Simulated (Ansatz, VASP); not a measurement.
## MoRu2 in VASP and in Ansatz

```
Mo Ru
1.0
     0.00000    3.55751    3.55751
     3.55751    0.00000    3.55751
     3.55751    3.55751    0.00000
Mo Ru
2 4
Direct
  0.75000 0.75000 0.75000
  0.50000 0.50000 0.50000
  0.12500 0.12500 0.12500
  0.12500 0.12500 0.62500
  0.12500 0.62500 0.12500
  0.62500 0.12500 0.12500
```

Alike in both runs: task relaxation of cell and atoms; functional PBE; k mesh 10 × 10 × 10; occupations gaussian, width 0.1 eV; no spin polarisation.

|  | VASP | Ansatz |
| --- | --- | --- |
| version | VASP 6.6.1 | Ansatz 0.2.0 |
| potentials or method | VASP PAW PBE potentials, release 64 (Mo_sv, Ru_pv), cutoff 600 eV | scalar-relativistic, plane waves, PAW |
| valence electrons in the cell | 84 | 92 |

|  | VASP | Ansatz | Ansatz less VASP |
| --- | --- | --- | --- |
| gap on the k mesh at the Fermi level, each at its own relaxed structure (eV) | none | none | - |
| relaxed volume (Å³/atom) | 15.02 | 15.01 | -0.003 |
| relaxed cell length with the largest relative difference (Å) | 5.032 | 5.032 | -0.0004 |

A gap of «none» marks a metal or a gap that the smearing closes. VASP's potentials hold 84 valence electrons a cell and Ansatz's 92, so a difference there can come from the potentials and not from the codes.
